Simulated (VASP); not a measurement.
Input of a VASP 6.6.1 run:

Contents of INCAR:

```
  PREC = Accurate
  ENCUT = 600
  EDIFF = 1E-6
  ISMEAR = 0
  SIGMA = 0.1
  LREAL = False
  LASPH = True
  NELM = 200
  ALGO = Normal
  ISIF = 2
  LWAVE = False
  LCHARG = False
  GGA = PE
  NBANDS = 24
  GGA_COMPAT = False
  LMAXMIX = 6
```

KPOINTS

```
Automatic mesh
0
Gamma
  10 10 12
```

File POSCAR:

```
HoMoN2
1.0
    4.0555618340      0.0000000000      0.0000000000
    0.0000000000      4.0555618340      0.0000000000
    0.0000000000      0.0000000000      3.4195989258
Ho Mo N
1 1 2
Direct
    0.5000000000      0.5000000000      0.0000000000
    0.0000000000      0.0000000000      0.5000000000
    0.5000000000      0.0000000000      0.5000000000
    0.0000000000      0.5000000000      0.5000000000
```

Potentials or basis: VASP PAW PBE potentials, release 64 (Ho_3, Mo_sv, N), 4f in core.

Command:

```sh
$ cat potpaw_PBE.64/Ho_3/POTCAR potpaw_PBE.64/Mo_sv/POTCAR potpaw_PBE.64/N/POTCAR > POTCAR
$ mpirun -np 1 vasp_std > vasp.out
```

**Question.** What does it give for the band gap on the k mesh?

**Answer.** Zero (an odd number of electrons rules out a gap without spin polarisation).

**Question.** Predict the pressure.

**Answer.** -13.8 GPa.

Stress tensor (GPa, compression positive):
```
-13.77   0.00   0.00
  0.00 -13.77   0.00
  0.00   0.00 -13.90
```

Caveat: the cell stands under tension; spin-orbit coupling is left out, which moves the levels of the heavy elements; the 4f electrons are frozen in the core, so they carry no moment and show no levels; the run has no spin polarisation, though such a crystal can be magnetic. With open d or f shells a metallic result of PBE can be an artefact of self-interaction; +U or a hybrid may open a gap.
